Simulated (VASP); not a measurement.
Input of a VASP 6.6.1 run:

The input INCAR:

```
SYSTEM = InSe5
PREC = Accurate
ENCUT = 520
EDIFF = 1E-7
ISMEAR = 0
SIGMA = 0.1
LREAL = .FALSE.
LASPH = .TRUE.
NELM = 80
ALGO = Normal
ISIF = 2
LWAVE = .FALSE.
LCHARG = .FALSE.
GGA = PE
NBANDS = 30
```

The input KPOINTS:

```
regular mesh
0
G
  3 3 4
  0 0 0
```

POSCAR

```
InSe5
1.0
    7.2551021839     -0.0000000034      0.0000000000
   -3.6275510890      6.2831028000      0.0000000000
    0.0000000000      0.0000000000      3.5778031880
In Se
1 5
Direct
    0.0000000000      0.0000000000      0.0000000000
    0.3333333333      0.6666666667      0.0000000000
    0.6666666667      0.3333333333      0.0000000000
    0.5000000000      0.0000000000      0.5000000000
    0.5000000000      0.5000000000      0.5000000000
    0.0000000000      0.5000000000      0.5000000000
```

Potentials or basis: VASP PAW PBE potentials, release 64 (In_d, Se).

Run with:

```bash
$ cat potpaw_PBE.64/In_d/POTCAR potpaw_PBE.64/Se/POTCAR > POTCAR
$ mpirun -np 1 vasp_std > vasp.out
```

Task: What does it give for the pressure?

Result: 0.2 GPa.

Task: Estimate the band gap on the k mesh.

Result: Zero (an odd number of electrons rules out a gap without spin polarisation).

Stress tensor (GPa, compression positive):
```
0.35 0.00 0.00
0.00 0.35 0.00
0.00 0.00 0.02
```

Caveat: the k points lie up to 0.44 Å⁻¹ apart, too coarse for converged energies and pressures of a metal; spin-orbit coupling is left out, which moves the levels of the heavy elements.
